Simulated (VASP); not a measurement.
# CO2 (scan) (Pa-3) in VASP: a series of runs

CO2 (scan) is run at these levels: r2SCAN; tasks: single point.

Everything below comes from runs of VASP 6.6.1. Logs are shortened: lines on timing, memory, paths and dates and some standing lists are left out, and cuts for length are marked.

**1. The cell of the first run**

It takes space group Pa-3 (No. 205, cubic). Conventional cell: a = 5.513 Å, b = 5.513 Å, c = 5.513 Å, α = 90.00°, β = 90.00°, γ = 90.00°. C (site symmetry -3) has 2 O at 1.16 Å within 1.6 Å. O (site symmetry 3) has 1 C at 1.16 Å within 1.6 Å.

**2. Single point, r2SCAN**

File POSCAR:

```
CO2
1.0
    5.5134358047      0.0000000000      0.0000000000
    0.0000000000      5.5134358047      0.0000000000
    0.0000000000      0.0000000000      5.5134358047
C O
4 8
Direct
    0.0000000000      0.0000000000      0.0000000000
    0.5000000000      0.0000000000      0.5000000000
    0.5000000000      0.5000000000      0.0000000000
    0.0000000000      0.5000000000      0.5000000000
    0.1214386510      0.1214386510      0.1214386510
    0.3785613490      0.8785613490      0.6214386510
    0.6214386510      0.3785613490      0.8785613490
    0.8785613490      0.6214386510      0.3785613490
    0.8785613490      0.8785613490      0.8785613490
    0.6214386510      0.1214386510      0.3785613490
    0.3785613490      0.6214386510      0.1214386510
    0.1214386510      0.3785613490      0.6214386510
```

File INCAR.step1:

```
PREC = Accurate
ENCUT = 520
ISMEAR = 0
SIGMA = 0.1
LREAL = F
LASPH = T
NELM = 60
NBANDS = 44
GGA = PE
ALGO = Normal
EDIFF = 1E-4
LWAVE = T
LCHARG = F
```

File INCAR.step2:

```
PREC = Accurate
ENCUT = 520
EDIFF = 1E-6
ISMEAR = 0
SIGMA = 0.1
LREAL = F
LASPH = T
NELM = 60
ALGO = Normal
ISIF = 2
LWAVE = F
LCHARG = F
METAGGA = R2SCAN
LMIXTAU = T
NBANDS = 44
ISTART = 1
```

File KPOINTS:

```
Automatic mesh
0
Gamma
  4 4 4
```

Potentials or basis: VASP PAW PBE potentials, release 64 (C, O).

Launch:

```
cat potpaw_PBE.64/C/POTCAR potpaw_PBE.64/O/POTCAR > POTCAR
cp INCAR.step1 INCAR
mpirun -np 1 vasp_std > vasp.out
cp INCAR.step2 INCAR
mpirun -np 1 vasp_std > vasp.out
```

OUTCAR:

```text
PREC = Accurate
   ENCUT = 520
   EDIFF = 1E-6
   ISMEAR = 0
   LREAL = F
   LASPH = T
   NELM = 60
   ISIF = 2
   METAGGA = R2SCAN
   ISTART = 1

 ion  position               nearest neighbor table
   1  0.000  0.000  0.000-   5 1.16   9 1.16
   2  0.500  0.000  0.500-   6 1.16  10 1.16
   3  0.500  0.500  0.000-   7 1.16  11 1.16
   4  0.000  0.500  0.500-   8 1.16  12 1.16
   5  0.121  0.121  0.121-   1 1.16
   6  0.379  0.879  0.621-   2 1.16
   7  0.621  0.379  0.879-   3 1.16
   8  0.879  0.621  0.379-   4 1.16
   9  0.879  0.879  0.879-   1 1.16
  10  0.621  0.121  0.379-   2 1.16
  11  0.379  0.621  0.121-   3 1.16
  12  0.121  0.379  0.621-   4 1.16

  LATTYP: Found a simple cubic cell.
 ALAT       =     5.5134358047

  Lattice vectors:

 A1 = (   5.5134358047,   0.0000000000,   0.0000000000)
 A2 = (   0.0000000000,   5.5134358047,   0.0000000000)
 A3 = (   0.0000000000,   0.0000000000,   5.5134358047)

Analysis of symmetry for initial positions (statically):
=====================================================================
 Subroutine PRICEL returns:
 Original cell was already a primitive cell.

 Routine SETGRP: Setting up the symmetry group for a
 simple cubic supercell.

 Subroutine GETGRP returns: Found 24 space group operations
 (whereof  6 operations were pure point group operations)
 out of a pool of 48 trial point group operations.

The static configuration has the point symmetry S_6 .
 The point group associated with its full space group is T_h .

Analysis of symmetry for dynamics (positions and initial velocities):
=====================================================================
 Subroutine PRICEL returns:
 Original cell was already a primitive cell.

 Routine SETGRP: Setting up the symmetry group for a
 simple cubic supercell.

 Subroutine GETGRP returns: Found 24 space group operations
 (whereof  6 operations were pure point group operations)
 out of a pool of 48 trial point group operations.

The dynamic configuration has the point symmetry S_6 .
 The point group associated with its full space group is T_h .

 Subroutine INISYM returns: Found 24 space group operations
 (whereof  6 operations are pure point group operations),
 and found     1 'primitive' translations

----------------------------------------------------------------------------------------

                                     Primitive cell

  volume of cell :     167.5973

  direct lattice vectors                    reciprocal lattice vectors
     5.513435805  0.000000000  0.000000000     0.181375105  0.000000000  0.000000000
     0.000000000  5.513435805  0.000000000     0.000000000  0.181375105  0.000000000
     0.000000000  0.000000000  5.513435805     0.000000000  0.000000000  0.181375105

  length of vectors
     5.513435805  5.513435805  5.513435805     0.181375105  0.181375105  0.181375105

  position of ions in fractional coordinates (direct lattice)
     0.000000000  0.000000000  0.000000000
     0.500000000  0.000000000  0.500000000
     0.500000000  0.500000000  0.000000000
     0.000000000  0.500000000  0.500000000
     0.121438651  0.121438651  0.121438651
     0.378561349  0.878561349  0.621438651
     0.621438651  0.378561349  0.878561349
     0.878561349  0.621438651  0.378561349
     0.878561349  0.878561349  0.878561349
     0.621438651  0.121438651  0.378561349
     0.378561349  0.621438651  0.121438651
     0.121438651  0.378561349  0.621438651

  ion indices of the primitive-cell ions
   primitive index   ion index
                 1           1
                 2           2
                 3           3
                 4           4
                 5           5
                 6           6
                 7           7
                 8           8
                 9           9
                10          10
                11          11
                12          12

----------------------------------------------------------------------------------------

 KPOINTS: Automatic mesh

Automatic generation of k-mesh.
 Grid dimensions read from file:
 generate k-points for:    4    4    4

 Generating k-lattice:

  Cartesian coordinates                     Fractional coordinates (reciprocal lattice)
     0.045343776  0.000000000  0.000000000     0.250000000  0.000000000  0.000000000
     0.000000000  0.045343776  0.000000000     0.000000000  0.250000000  0.000000000
     0.000000000  0.000000000  0.045343776     0.000000000  0.000000000  0.250000000

  Length of vectors
     0.045343776  0.045343776  0.045343776

  Shift w.r.t. Gamma in fractional coordinates (k-lattice)
     0.000000000  0.000000000  0.000000000

 Subroutine IBZKPT returns following result:
 ===========================================

 Found     11 irreducible k-points:

 Following reciprocal coordinates:
            Coordinates               Weight
  0.000000  0.000000  0.000000      1.000000
  0.250000  0.000000  0.000000      6.000000
  0.500000  0.000000  0.000000      3.000000
  0.250000  0.250000  0.000000     12.000000
  0.500000  0.250000  0.000000      6.000000
 -0.250000  0.500000  0.000000      6.000000
  0.500000  0.500000  0.000000      3.000000
  0.250000  0.250000  0.250000      8.000000
  0.500000  0.250000  0.250000     12.000000
  0.500000  0.500000  0.250000      6.000000
  0.500000  0.500000  0.500000      1.000000
   k-points           NKPTS =     11   k-points in BZ     NKDIM =     11   number of bands    NBANDS=     44
   number of dos      NEDOS =    301   number of ions     NIONS =     12
   total plane-waves  NPLWV =  74088
   dimension x,y,z NGX =    42 NGY =   42 NGZ =   42
   dimension x,y,z NGXF=    84 NGYF=   84 NGZF=   84
   ions per type =               4   8
   NGX,Y,Z   is equivalent  to a cutoff of  12.66, 12.66, 12.66 a.u.
   NGXF,Y,Z  is equivalent  to a cutoff of  25.33, 25.33, 25.33 a.u.
 SYSTEM =  unknown system
   PREC   = accura    normal or accurate (medium, high low for compatibility)
   ISTART =      1    job   : 0-new  1-cont  2-samecut
   ICHARG =      0    charge: 1-file 2-atom 10-const
   ISPIN  =      1    spin polarized calculation?
   LNONCOLLINEAR =      F non collinear calculations
   LSORBIT =      F    spin-orbit coupling
   LASPH  =      T    aspherical Exc in radial PAW
   ENCUT  =  520.0 eV  38.22 Ry    6.18 a.u.  10.25 10.25 10.25*2*pi/ulx,y,z
   NELM   =     60;   NELMIN=  2; NELMDL=  0     # of ELM steps
   EDIFF  = 0.1E-05   stopping-criterion for ELM
   LREAL  =      F    real-space projection
   EDIFFG = 0.1E-04   stopping-criterion for IOM
   NSW    =      0    number of steps for IOM
   IBRION =     -1    ionic relax: 0-MD 1-quasi-New 2-CG
   NFREE  =      0    steps in history (QN), initial steepest desc. (CG)
   ISIF   =      2    stress and relaxation
   ISYM   =      2    0-nonsym 1-usesym 2-fastsym
   POTIM  = 0.5000    time-step for ionic-motion
   TEBEG  =    0.0;   TEEND  =   0.0 temperature during run
   PSTRESS=    0.0 pullay stress
   NELECT =      64.0000    total number of electrons
   NUPDOWN=      -1.0000    fix difference up-down
   EMIN   =  10.00;   EMAX   =-10.00  energy-range for DOS
   EFERMI =   0.00;   METHOD = LEGACY
   ISMEAR =     0;   SIGMA  =   0.10  broadening in eV -4-tet -1-fermi 0-gaus
   EFERMI_NEDOS =   21; number of points for ismear=-14 and -15
   IALGO  =     38    algorithm
   IMIX   =      4    mixing-type and parameters
     AMIX     =   0.40;   BMIX     =  1.00
     AMIX_MAG =   1.60;   BMIX_MAG =  1.00
  volume/ion in A,a.u.               =      13.97        94.25
  Fermi-wavevector in a.u.,A,eV,Ry     =   1.187716  2.244457 19.193312  1.410669
  Thomas-Fermi vector in A             =   2.323861
   LORBIT       =      0    0 simple, 1 ext, 2 COOP (PROOUT), +10 PAW based schemes
   METAGGA = R2SCAN    functional components
   LHFCALC =     F    Hartree Fock is set to
   AEXX    =    0.0000 exact exchange contribution
   IVDW    =     0    specifies the selected vdW correction
   LEPSILON=     F    determine dielectric tensor
   LRPA    =     F    only Hartree local field effects (RPA)
 non-spin polarized calculation
 Gauss-broadening in eV      SIGMA  =   0.10
  energy-cutoff  :      520.00
  volume of cell :      167.60
 maximum number of plane-waves:      4632
 NGX is ok and might be reduce to    42
   NGX = 21   NGY = 21   NGZ = 21

 number of electron      63.9999999 magnetization

 Free energy of the ion-electron system (eV)
  ---------------------------------------------------
  ext. energy  EPLUGINS =         0.00000000
  ---------------------------------------------------
  free energy    TOTEN  =      -103.03596745 eV

  energy without entropy =     -103.03596745  energy(sigma->0) =     -103.03596745

 E-fermi :  -3.2965     XC(G=0):  -8.5660

 val. band max:       -3.8188055607   @ k =   0.0000   0.0000   0.0000
 cond. band min:       3.7147470786   @ k =   0.0000   0.0000   0.0000
 fundamental gap:      7.5335526393
 Fermi energy:        -3.2964953908

 k-point     1 :       0.0000    0.0000    0.0000
  band No.  band energies     occupation
      1     -25.7358      2.00000
      2     -25.4894      2.00000
      3     -25.4894      2.00000
      4     -25.4894      2.00000
      5     -24.4954      2.00000
      6     -24.4954      2.00000
[... 36 lines left out ...]
     43       8.0453      0.00000
     44       8.0453      0.00000

 k-point     2 :       0.2500    0.0000    0.0000
  band No.  band energies     occupation
      1     -25.7019      2.00000
      2     -25.5281      2.00000
      3     -25.4892      2.00000
      4     -25.4891      2.00000
      5     -24.4933      2.00000
      6     -24.4932      2.00000
[... 415 lines left out ...]
 k-point    11 :       0.5000    0.5000    0.5000
  band No.  band energies     occupation
      1     -25.5507      2.00000
      2     -25.5507      2.00000
      3     -25.5507      2.00000
      4     -25.5507      2.00000
      5     -24.4813      2.00000
      6     -24.4813      2.00000
[... 36 lines left out ...]
     43       6.7946      0.00000
     44       6.7946      0.00000

------------------------ aborting loop because EDIFF is reached ----------------------------------------

  FORCE on cell =-STRESS in cart. coord.  units (eV):
  Direction    XX          YY          ZZ          XY          YZ          ZX
  --------------------------------------------------------------------------------------
  -------------------------------------------------------------------------------------
  Total        2.4789032      2.4789032      2.4789032     -0.0000000     -0.0000000     -0.0000000
  in kB       23.6975356     23.6975356     23.6975356     -0.0000000     -0.0000000     -0.0000000
  external PRESSURE =      23.6975356 kB  Pullay stress =       0.0000000 kB

 VOLUME and BASIS-vectors are now :
 -----------------------------------------------------------------------------
  energy-cutoff  :      520.00
  volume of cell :      167.60
      direct lattice vectors                 reciprocal lattice vectors
     5.513435805  0.000000000  0.000000000     0.181375105  0.000000000  0.000000000
     0.000000000  5.513435805  0.000000000     0.000000000  0.181375105  0.000000000
     0.000000000  0.000000000  5.513435805     0.000000000  0.000000000  0.181375105

 POSITION                                       TOTAL-FORCE (eV/Angst)
 -----------------------------------------------------------------------------------
      0.00000      0.00000      0.00000        -0.000000      0.000000     -0.000000
      2.75672      0.00000      2.75672        -0.000000      0.000000     -0.000000
      2.75672      2.75672      0.00000        -0.000000      0.000000     -0.000000
      0.00000      2.75672      2.75672        -0.000000      0.000000     -0.000000
      0.66954      0.66954      0.66954         0.469276      0.469276      0.469276
      2.08717      4.84389      3.42626        -0.469276     -0.469276      0.469276
      3.42626      2.08717      4.84389         0.469276     -0.469276     -0.469276
      4.84389      3.42626      2.08717        -0.469276      0.469276     -0.469276
      4.84389      4.84389      4.84389        -0.469276     -0.469276     -0.469276
      3.42626      0.66954      2.08717         0.469276      0.469276     -0.469276
      2.08717      3.42626      0.66954        -0.469276      0.469276      0.469276
      0.66954      2.08717      3.42626         0.469276     -0.469276      0.469276
 -----------------------------------------------------------------------------------
    total drift:                               -0.000000     -0.000000     -0.000000

  FREE ENERGIE OF THE ION-ELECTRON SYSTEM (eV)
  ---------------------------------------------------
  free  energy   TOTEN  =      -103.0359674518 eV

  energy  without entropy=     -103.0359674518  energy(sigma->0) =     -103.03596745
```

Run time: 7.1 min. Hardware: 1 thread of AMD EPYC 7R43 (Zen 3), shared host; peak memory 0.26 GiB.

What came out:

```yaml
Free_energy: -103.0360 eV
Pressure: 2.4 GPa
Largest_force: 0.813 eV/Å
Band_gap_on_the_k_mesh: 7.53 eV, direct
```

Forces on the atoms (eV/Å):
```
C    0.000  0.000  0.000
C    0.000  0.000  0.000
C    0.000  0.000  0.000
C    0.000  0.000  0.000
O    0.469  0.469  0.469
O   -0.469 -0.469  0.469
O    0.469 -0.469 -0.469
O   -0.469  0.469 -0.469
O   -0.469 -0.469 -0.469
O    0.469  0.469 -0.469
O   -0.469  0.469  0.469
O    0.469 -0.469  0.469
```

Caveat: the PAW data sets were made with another functional, which shifts forces and pressure a little. A k mesh can miss the band edges.

**3. Single point, r2SCAN**

This run uses another cell than the first one, of 14.48 Å³/atom, 1.037 times its volume.

File POSCAR:

```
CO2
1.0
    5.5798356732      0.0000000000      0.0000000000
    0.0000000000      5.5798356732      0.0000000000
    0.0000000000      0.0000000000      5.5798356732
C O
4 8
Direct
    0.0000000000      0.0000000000      0.0000000000
    0.5000000000      0.0000000000      0.5000000000
    0.5000000000      0.5000000000      0.0000000000
    0.0000000000      0.5000000000      0.5000000000
    0.1200452353      0.1200452353      0.1200452353
    0.3799547647      0.8799547647      0.6200452353
    0.6200452353      0.3799547647      0.8799547647
    0.8799547647      0.6200452353      0.3799547647
    0.8799547647      0.8799547647      0.8799547647
    0.6200452353      0.1200452353      0.3799547647
    0.3799547647      0.6200452353      0.1200452353
    0.1200452353      0.3799547647      0.6200452353
```

File INCAR.step1:

```
  PREC = Accurate
  ENCUT = 520
  ISMEAR = 0
  SIGMA = 0.02
  LREAL = F
  LASPH = T
  NELM = 60
  NBANDS = 44
  GGA = PE
  ALGO = Normal
  EDIFF = 1E-4
  LWAVE = T
  LCHARG = F
```

File INCAR.step2:

```
  PREC = Accurate
  ENCUT = 520
  EDIFF = 1E-6
  ISMEAR = 0
  SIGMA = 0.02
  LREAL = F
  LASPH = T
  NELM = 60
  ALGO = Normal
  ISIF = 2
  LWAVE = F
  LCHARG = T
  METAGGA = R2SCAN
  LMIXTAU = T
  LELF = T
  LVHAR = T
  NBANDS = 44
  ISTART = 1
```

KPOINTS is that of step 2.

Potentials or basis: VASP PAW PBE potentials, release 64 (C, O).

Launch:

```
cat potpaw_PBE.64/C/POTCAR potpaw_PBE.64/O/POTCAR > POTCAR
cp INCAR.step1 INCAR
mpirun -np 1 vasp_std > vasp.out
cp INCAR.step2 INCAR
mpirun -np 1 vasp_std > vasp.out
```

It took 7.2 min on 1 thread of AMD EPYC 7R43 (Zen 3), shared host; peak memory 0.26 GiB.

It converged, with:

```
Free energy            : -103.0446 eV
Pressure               : 1.9 GPa
Largest force          : 0.787 eV/Å
Band gap on the k mesh : 7.50 eV, direct
```

Forces on the atoms (eV/Å):
```
C    0.000  0.000  0.000
C    0.000  0.000  0.000
C    0.000  0.000  0.000
C    0.000  0.000  0.000
O    0.454  0.454  0.454
O   -0.454 -0.454  0.454
O    0.454 -0.454 -0.454
O   -0.454  0.454 -0.454
O   -0.454 -0.454 -0.454
O    0.454  0.454 -0.454
O   -0.454  0.454  0.454
O    0.454 -0.454  0.454
```

Levels at points of the mesh, in eV from the valence-band top:
```tsv
k point	band 30	band 31	band 32	band 33	band 34	band 35
(0.00, 0.00, 0.00)	-0.20	0.00	0.00	7.50	8.83	8.83
(0.50, 0.00, 0.00)	-0.31	-0.08	-0.08	8.77	8.77	8.97
(0.50, 0.50, 0.00)	-0.28	-0.28	-0.28	8.76	8.76	8.76
(0.50, 0.50, 0.50)	-0.33	-0.33	-0.33	8.76	8.76	8.76
```

Caveat: the PAW data sets were made with another functional, which shifts forces and pressure a little. A k mesh can miss the band edges.

**4. Single point, r2SCAN**

This run uses another cell than the first one, of 14.87 Å³/atom, 1.065 times its volume.

File POSCAR:

```
CO2
1.0
    5.6300000000      0.0000000000      0.0000000000
    0.0000000000      5.6300000000      0.0000000000
    0.0000000000      0.0000000000      5.6300000000
C O
4 8
Direct
    0.0000000000      0.0000000000      0.0000000000
    0.5000000000      0.0000000000      0.5000000000
    0.5000000000      0.5000000000      0.0000000000
    0.0000000000      0.5000000000      0.5000000000
    0.1080000000      0.1080000000      0.1080000000
    0.3920000000      0.8920000000      0.6080000000
    0.6080000000      0.3920000000      0.8920000000
    0.8920000000      0.6080000000      0.3920000000
    0.8920000000      0.8920000000      0.8920000000
    0.6080000000      0.1080000000      0.3920000000
    0.3920000000      0.6080000000      0.1080000000
    0.1080000000      0.3920000000      0.6080000000
```

File INCAR.step1:

```
SYSTEM = CO2
PREC = Accurate ; ENCUT = 520
ISMEAR = 0 ; SIGMA = 0.1
LREAL = .False. ; LASPH = .True.
NELM = 80 ; NBANDS = 44
GGA = PE ; ALGO = Normal
EDIFF = 1E-4 ; LWAVE = .True.
LCHARG = .False.
```

File INCAR.step2:

```
SYSTEM = CO2
PREC = Accurate ; ENCUT = 520
EDIFF = 1E-7 ; ISMEAR = 0
SIGMA = 0.1 ; LREAL = .False.
LASPH = .True. ; NELM = 80
ALGO = Normal ; ISIF = 2
LWAVE = .False. ; LCHARG = .False.
METAGGA = R2SCAN ; LMIXTAU = .True.
NBANDS = 44 ; ISTART = 1
```

File KPOINTS:

```
Automatic mesh
0
Gamma
  4 4 4
  0 0 0
```

Launch:

```
cat potpaw_PBE.64/C/POTCAR potpaw_PBE.64/O/POTCAR > POTCAR
cp INCAR.step1 INCAR
mpirun -np 1 vasp_std > vasp.out
cp INCAR.step2 INCAR
mpirun -np 1 vasp_std > vasp.out
```

It took 7.7 min on 1 thread of AMD EPYC 7R43 (Zen 3), shared host; peak memory 0.26 GiB.

It converged, with:

```yaml
Free_energy: -95.6389 eV
Pressure: 45.5 GPa
Largest_force: 18.499 eV/Å
Band_gap_on_the_k_mesh: 8.35 eV, direct
```

Forces on the atoms (eV/Å):
```
C     0.000   0.000   0.000
C     0.000   0.000   0.000
C     0.000   0.000   0.000
C     0.000   0.000   0.000
O    10.681  10.681  10.681
O   -10.681 -10.681  10.681
O    10.681 -10.681 -10.681
O   -10.681  10.681 -10.681
O   -10.681 -10.681 -10.681
O    10.681  10.681 -10.681
O   -10.681  10.681  10.681
O    10.681 -10.681  10.681
```

Levels at points of the mesh, in eV from the valence-band top:
```tsv
k point	band 29	band 30	band 31	band 32	band 33	band 34	band 35	band 36
(0.00, 0.00, 0.00)	-0.15	-0.15	0.00	0.00	8.35	11.23	11.23	11.23
(0.50, 0.00, 0.00)	-0.24	-0.24	-0.06	-0.06	9.76	9.76	10.95	10.95
(0.50, 0.50, 0.00)	-0.23	-0.23	-0.23	-0.23	10.58	10.58	10.58	10.58
(0.50, 0.50, 0.50)	-0.25	-0.25	-0.25	-0.25	11.16	11.16	11.16	11.16
```

Caveat: the PAW data sets were made with another functional, which shifts forces and pressure a little. r2SCAN opens gaps a little over a GGA but as a rule still falls short of measured ones.

**5. Overview**

| cell | smearing | gap on the mesh (eV) | pressure (GPa) | largest force (eV/Å) |
| --- | --- | --- | --- | --- |
| a = 5.513 Å, 12 atoms | gaussian 0.1 eV | 7.53 | 2.4 | 0.81 |
| a = 5.580 Å, 12 atoms | gaussian 0.02 eV | 7.50 | 1.9 | 0.79 |
| a = 5.630 Å, 12 atoms | gaussian 0.1 eV | 8.35 | 45.5 | 18.50 |

Alike in all rows: task single point; level r2SCAN; potentials or basis VASP PAW PBE potentials, release 64 (C, O); no spin polarisation; k mesh 4 × 4 × 4; cutoff (eV) 520.

Caveats: the PAW data sets were made with another functional, which shifts forces and pressure a little.

Absolute energies hang on the potentials; compare differences alone.
